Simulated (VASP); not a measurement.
Sb, 1 atom in the cell. The structure is cubic, space group Fm-3m (No. 225). Conventional cell: a = 4.835 Å, b = 4.835 Å, c = 4.835 Å, α = 90.00°, β = 90.00°, γ = 90.00°. Sb (site symmetry m-3m) has 12 Sb at 3.42 Å within 4.5 Å. 

```yaml
Program: VASP 6.6.1
Task: single point
Functional: PBE
Potentials_or_basis: VASP PAW PBE potentials, release 64 (Sb)
Cutoff: 520 eV
k_mesh: 10 × 10 × 10
Occupations: fermi-dirac, width 0.05 eV
Spin: no spin polarisation
Dipole_correction: no
Further_INCAR_settings: ALGO = Normal; EDIFF = 1e-07; NBANDS = 8
```

Potentials or basis: VASP PAW PBE potentials, release 64 (Sb).

Command:

```console
$ cat potpaw_PBE.64/Sb/POTCAR > POTCAR
$ mpirun -np 1 vasp_std > vasp.out
```

Hardware: 1 thread of AMD EPYC 7R43 64-Core Processor (Zen 3) (shared host).

Task: How long does it take, and how much memory?

Result: Run time: 13 s on 1 thread of AMD EPYC 7R43 64-Core Processor (Zen 3), on a shared host, peak memory 0.11 GiB. Counts: scf iterations 9, k points 47.
